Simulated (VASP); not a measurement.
# Na (Cmcm) in VASP: single point with PBEsol

Aim: the single point of Na with PBEsol.

Program: VASP 6.6.1. These are calculated values, not measurements. Logs are shortened: lines on timing, memory, paths and dates and some standing lists are left out, and cuts for length are marked.

**1. The cell of the first run**

Symmetry: Cmcm, No. 63, orthorhombic system. Conventional cell: a = 2.705 Å, b = 5.581 Å, c = 4.690 Å, α = 90.00°, β = 90.00°, γ = 90.00°. Within 3.4 Å of Na (site symmetry m2m) lie 12 Na at 2.61 to 3.17 Å.

**2. Single point, PBEsol**

Input file INCAR:

```
SYSTEM = Na
PREC = Accurate ; ENCUT = 520
EDIFF = 1E-6 ; ISMEAR = -1
SIGMA = 0.0183 ; LREAL = .FALSE.
LASPH = .TRUE. ; NELM = 80
ALGO = Normal ; ISIF = 2
LWAVE = .FALSE. ; LCHARG = .TRUE.
GGA = PS ; LELF = .TRUE.
LVHAR = .TRUE. ; NBANDS = 14
```

Input file KPOINTS:

```
Automatic mesh
0
G
  14 14 7
  0 0 0
```

Input file POSCAR:

```
Na
1.0
    2.7048910000      0.0000000000      0.0000000000
    1.3524450000     -2.7905240000      0.0000000000
    0.0000000000      0.0000000000     -4.6897200000
Na
2
Direct
    0.1022800000      0.7954400000      0.7500000000
    0.8977200000      0.2045600000      0.2500000000
```

Potentials or basis: VASP PAW PBE potentials, release 64 (Na_pv).

The run is started by

```bash
$ cat potpaw_PBE.64/Na_pv/POTCAR > POTCAR
$ mpirun -np 1 vasp_std > vasp.out
```

OUTCAR:

```text
SYSTEM = Na
   PREC = Accurate
   ENCUT = 520
   EDIFF = 1E-6
   ISMEAR = -1
   LREAL = .FALSE.
   LASPH = .TRUE.
   NELM = 80
   ISIF = 2
   GGA = PS

 ion  position               nearest neighbor table
   1  0.102  0.795  0.750-   2 2.61   2 2.61
   2  0.898  0.205  0.250-   1 2.61   1 2.61

  LATTYP: Found a base centered orthorhombic cell.
 ALAT       =     2.7048910000
 B/A-ratio  =     2.0633171540
 C/A-ratio  =     1.7337926001

  Lattice vectors:

 A1 = (   1.3524460000,   2.7905240000,   0.0000000000)
 A2 = (   1.3524450000,  -2.7905240000,   0.0000000000)
 A3 = (   0.0000000000,   0.0000000000,  -4.6897200000)

Analysis of symmetry for initial positions (statically):
=====================================================================
 Subroutine PRICEL returns:
 Original cell was already a primitive cell.

 Routine SETGRP: Setting up the symmetry group for a
 base centered orthorhombic supercell.

 Subroutine GETGRP returns: Found  8 space group operations
 (whereof  4 operations were pure point group operations)
 out of a pool of  8 trial point group operations.

The static configuration has the point symmetry C_2h.
 The point group associated with its full space group is D_2h.

Analysis of symmetry for dynamics (positions and initial velocities):
=====================================================================
 Subroutine PRICEL returns:
 Original cell was already a primitive cell.

 Routine SETGRP: Setting up the symmetry group for a
 base centered orthorhombic supercell.

 Subroutine GETGRP returns: Found  8 space group operations
 (whereof  4 operations were pure point group operations)
 out of a pool of  8 trial point group operations.

The dynamic configuration has the point symmetry C_2h.
 The point group associated with its full space group is D_2h.

 Subroutine INISYM returns: Found  8 space group operations
 (whereof  4 operations are pure point group operations),
 and found     1 'primitive' translations

----------------------------------------------------------------------------------------

                                     Primitive cell

  volume of cell :      35.3983

  direct lattice vectors                    reciprocal lattice vectors
     2.704891000  0.000000000  0.000000000     0.369700664  0.179177751  0.000000000
     1.352445000 -2.790524000  0.000000000     0.000000000 -0.358355635  0.000000000
     0.000000000  0.000000000 -4.689720000     0.000000000  0.000000000 -0.213232346

  length of vectors
     2.704891000  3.100988822  4.689720000     0.410832384  0.358355635  0.213232346

  position of ions in fractional coordinates (direct lattice)
     0.102280000  0.795440000  0.750000000
     0.897720000  0.204560000  0.250000000

  ion indices of the primitive-cell ions
   primitive index   ion index
                 1           1
                 2           2

----------------------------------------------------------------------------------------

 KPOINTS: Automatic mesh

Automatic generation of k-mesh.
 Grid dimensions read from file:
 generate k-points for:   14   14    7

 Generating k-lattice:

  Cartesian coordinates                     Fractional coordinates (reciprocal lattice)
     0.026407190  0.012798411  0.000000000     0.071428571 -0.000000000  0.000000000
     0.000000000 -0.025596831  0.000000000     0.000000000  0.071428571  0.000000000
     0.000000000  0.000000000 -0.030461764     0.000000000  0.000000000  0.142857143

  Length of vectors
     0.029345170  0.025596831  0.030461764

  Shift w.r.t. Gamma in fractional coordinates (k-lattice)
     0.000000000  0.000000000  0.000000000

 Subroutine IBZKPT returns following result:
 ===========================================

 Found    228 irreducible k-points:

 Following reciprocal coordinates:
            Coordinates               Weight
  0.000000  0.000000  0.000000      1.000000
  0.071429  0.000000  0.000000      4.000000
  0.142857  0.000000  0.000000      4.000000
  0.214286  0.000000  0.000000      4.000000
  0.285714  0.000000  0.000000      4.000000
  0.357143  0.000000  0.000000      4.000000
[... 16 lines left out ...]
  0.285714  0.142857  0.000000      2.000000
  0.357143  0.142857  0.000000      4.000000
 [... further k-points ...]
   k-points           NKPTS =    228   k-points in BZ     NKDIM =    228   number of bands    NBANDS=     14
   number of dos      NEDOS =    301   number of ions     NIONS =      2
   total plane-waves  NPLWV =  17280
   dimension x,y,z NGX =    20 NGY =   24 NGZ =   36
   dimension x,y,z NGXF=    40 NGYF=   48 NGZF=   72
   ions per type =               2
   NGX,Y,Z   is equivalent  to a cutoff of  12.29, 12.87, 12.76 a.u.
   NGXF,Y,Z  is equivalent  to a cutoff of  24.58, 25.73, 25.52 a.u.
 SYSTEM =  Na
   PREC   = accura    normal or accurate (medium, high low for compatibility)
   ISTART =      0    job   : 0-new  1-cont  2-samecut
   ICHARG =      2    charge: 1-file 2-atom 10-const
   ISPIN  =      1    spin polarized calculation?
   LNONCOLLINEAR =      F non collinear calculations
   LSORBIT =      F    spin-orbit coupling
   LASPH  =      T    aspherical Exc in radial PAW
   ENCUT  =  520.0 eV  38.22 Ry    6.18 a.u.   5.03  5.77  8.72*2*pi/ulx,y,z
   NELM   =     80;   NELMIN=  2; NELMDL= -5     # of ELM steps
   EDIFF  = 0.1E-05   stopping-criterion for ELM
   LREAL  =      F    real-space projection
   EDIFFG = 0.1E-04   stopping-criterion for IOM
   NSW    =      0    number of steps for IOM
   IBRION =     -1    ionic relax: 0-MD 1-quasi-New 2-CG
   NFREE  =      0    steps in history (QN), initial steepest desc. (CG)
   ISIF   =      2    stress and relaxation
   ISYM   =      2    0-nonsym 1-usesym 2-fastsym
   POTIM  = 0.5000    time-step for ionic-motion
   TEBEG  =    0.0;   TEEND  =   0.0 temperature during run
   PSTRESS=    0.0 pullay stress
   NELECT =      14.0000    total number of electrons
   NUPDOWN=      -1.0000    fix difference up-down
   EMIN   =  10.00;   EMAX   =-10.00  energy-range for DOS
   EFERMI =   0.00;   METHOD = LEGACY
   ISMEAR =    -1;   SIGMA  =   0.02  broadening in eV -4-tet -1-fermi 0-gaus
   EFERMI_NEDOS =   21; number of points for ismear=-14 and -15
   IALGO  =     38    algorithm
   IMIX   =      4    mixing-type and parameters
     AMIX     =   0.40;   BMIX     =  1.00
     AMIX_MAG =   1.60;   BMIX_MAG =  1.00
  volume/ion in A,a.u.               =      17.70       119.44
  Fermi-wavevector in a.u.,A,eV,Ry     =   1.201683  2.270852 19.647395  1.444043
  Thomas-Fermi vector in A             =   2.337485
   LORBIT       =      0    0 simple, 1 ext, 2 COOP (PROOUT), +10 PAW based schemes
   GGA     = PS    functional components
   LHFCALC =     F    Hartree Fock is set to
   AEXX    =    0.0000 exact exchange contribution
   IVDW    =     0    specifies the selected vdW correction
   LEPSILON=     F    determine dielectric tensor
   LRPA    =     F    only Hartree local field effects (RPA)
 non-spin polarized calculation
  energy-cutoff  :      520.00
  volume of cell :       35.40
 maximum number of plane-waves:       970
   NGX = 11   NGY = 11   NGZ = 17

 number of electron      14.0000018 magnetization

 Free energy of the ion-electron system (eV)
  ---------------------------------------------------
  ext. energy  EPLUGINS =         0.00000000
  ---------------------------------------------------
  free energy    TOTEN  =        -1.29567751 eV

  energy without entropy =       -1.29496139  energy(sigma->0) =       -1.29531945

 E-fermi :   3.5973     XC(G=0):  -8.8638

 val. band max:        3.5932477823   @ k =   0.5000   0.1429   0.0000
 cond. band min:       3.6041360388   @ k =  -0.0714   0.0714   0.1429
 fundamental gap:      0.0108882566
 Fermi energy:         3.5972623656

 k-point     1 :       0.0000    0.0000    0.0000
  band No.  band energies     occupation
      1     -21.7513      2.00000
      2     -21.3864      2.00000
      3     -21.3088      2.00000
      4     -21.2782      2.00000
      5     -21.2624      2.00000
      6     -21.2498      2.00000
      7      -1.6674      2.00000
      8       4.5365      0.00000
      9       5.5679      0.00000
     10      15.7608      0.00000
     11      16.7013      0.00000
     12      19.2461      0.00000
     13      20.1484      0.00000
     14      20.7825      0.00000

 k-point     2 :       0.0714    0.0000    0.0000
  band No.  band energies     occupation
      1     -21.7452      2.00000
      2     -21.3882      2.00000
      3     -21.3137      2.00000
      4     -21.2978      2.00000
      5     -21.2669      2.00000
      6     -21.2622      2.00000
      7      -1.5257      2.00000
      8       4.6330      0.00000
      9       5.6991      0.00000
     10      15.0164      0.00000
     11      17.3354      0.00000
     12      18.3077      0.00000
     13      19.4669      0.00000
     14      19.6665      0.00000

 k-point     3 :       0.1429    0.0000    0.0000
  band No.  band energies     occupation
      1     -21.7277      2.00000
      2     -21.3949      2.00000
      3     -21.3617      2.00000
      4     -21.3198      2.00000
      5     -21.3111      2.00000
      6     -21.2619      2.00000
      7      -1.1058      2.00000
      8       4.9236      0.00000
      9       6.0839      0.00000
     10      13.8165      0.00000
     11      16.3331      0.00000
     12      17.2836      0.00000
     13      18.9399      0.00000
     14      19.2119      0.00000

 k-point     4 :       0.2143    0.0000    0.0000
  band No.  band energies     occupation
      1     -21.7022      2.00000
      2     -21.4522      2.00000
      3     -21.4031      2.00000
      4     -21.3789      2.00000
      5     -21.3259      2.00000
      6     -21.2617      2.00000
      7      -0.4221      2.00000
      8       5.4117      0.00000
      9       6.6954      0.00000
     10      12.1820      0.00000
     11      14.9064      0.00000
     12      16.0840      0.00000
     13      17.9412      0.00000
     14      18.3540      0.00000

 k-point     5 :       0.2857    0.0000    0.0000
  band No.  band energies     occupation
      1     -21.6733      2.00000
      2     -21.5447      2.00000
      3     -21.4676      2.00000
      4     -21.3988      2.00000
      5     -21.3377      2.00000
      6     -21.2620      2.00000
      7       0.5045      2.00000
      8       6.1004      0.00000
      9       7.4778      0.00000
     10      10.2549      0.00000
     11      13.9458      0.00000
[... 276 lines left out ...]
 k-point    22 :       0.0000    0.1429    0.0000
  band No.  band energies     occupation
      1     -21.7301      2.00000
      2     -21.4194      2.00000
      3     -21.3519      2.00000
      4     -21.2878      2.00000
      5     -21.2729      2.00000
      6     -21.2494      2.00000
      7      -1.2391      2.00000
      8       4.8363      0.00000
      9       5.9051      0.00000
     10      12.0244      0.00000
     11      16.4526      0.00000
     12      17.4457      0.00000
     13      19.7077      0.00000
     14      19.7438      0.00000

 k-point    23 :       0.2857    0.1429    0.0000
  band No.  band energies     occupation
      1     -21.6873      2.00000
      2     -21.5276      2.00000
      3     -21.4640      2.00000
      4     -21.3839      2.00000
      5     -21.3218      2.00000
      6     -21.2547      2.00000
      7       0.1073      2.00000
      8       5.7949      0.00000
      9       7.2102      0.00000
     10      12.2461      0.00000
     11      12.5856      0.00000
     12      17.4186      0.00000
     13      17.6108      0.00000
     14      17.6397      0.00000

 k-point    24 :       0.3571    0.1429    0.0000
  band No.  band energies     occupation
      1     -21.6612      2.00000
      2     -21.6089      2.00000
      3     -21.5329      2.00000
      4     -21.3894      2.00000
      5     -21.3347      2.00000
      6     -21.2549      2.00000
      7       1.0780      2.00000
      8       6.5312      0.00000
      9       7.9791      0.00000
     10      10.2870      0.00000
     11      11.3758      0.00000
     12      15.3023      0.00000
     13      16.5056      0.00000
     14      16.9154      0.00000

 [... further k-points ...]

------------------------ aborting loop because EDIFF is reached ----------------------------------------

  FORCE on cell =-STRESS in cart. coord.  units (eV):
  Direction    XX          YY          ZZ          XY          YZ          ZX
  --------------------------------------------------------------------------------------
  -------------------------------------------------------------------------------------
  Total        4.9854072      4.2956963      5.0944920      0.0000008     -0.0000000      0.0000000
  in kB      225.6465881    194.4292995    230.5839234      0.0000348     -0.0000000      0.0000000
  external PRESSURE =     216.8866037 kB  Pullay stress =       0.0000000 kB

 VOLUME and BASIS-vectors are now :
 -----------------------------------------------------------------------------
  energy-cutoff  :      520.00
  volume of cell :       35.40
      direct lattice vectors                 reciprocal lattice vectors
     2.704891000  0.000000000  0.000000000     0.369700664  0.179177751  0.000000000
     1.352445000 -2.790524000  0.000000000     0.000000000 -0.358355635  0.000000000
     0.000000000  0.000000000 -4.689720000     0.000000000  0.000000000 -0.213232346

 POSITION                                       TOTAL-FORCE (eV/Angst)
 -----------------------------------------------------------------------------------
      1.35245     -2.21969     -3.51729         0.000000      0.264162      0.000000
      2.70489     -0.57083     -1.17243        -0.000000     -0.264162     -0.000000
 -----------------------------------------------------------------------------------
    total drift:                               -0.000000     -0.000000      0.000000

  FREE ENERGIE OF THE ION-ELECTRON SYSTEM (eV)
  ---------------------------------------------------
  free  energy   TOTEN  =        -1.2956775116 eV

  energy  without entropy=       -1.2949613935  energy(sigma->0) =       -1.29531945
```

Wall time 97 s (1 thread of AMD EPYC 7R43 (Zen 3), shared host); peak memory 0.16 GiB.

What came out:

- Free energy: -1.2957 eV
- Pressure: 21.7 GPa
- Largest force: 0.264 eV/Å
- Band gap on the k mesh: zero (bands 7 and 8 overlap by 5.05 eV)

Forces on the atoms (eV/Å):
```
Na   0.000  0.264  0.000
Na   0.000 -0.264  0.000
```

Stress tensor (GPa, compression positive):
```
22.56  0.00  0.00
 0.00 19.44  0.00
 0.00  0.00 23.06
```

Caveat: the cell stands under pressure; the PAW data sets were made with another functional, which shifts forces and pressure a little.
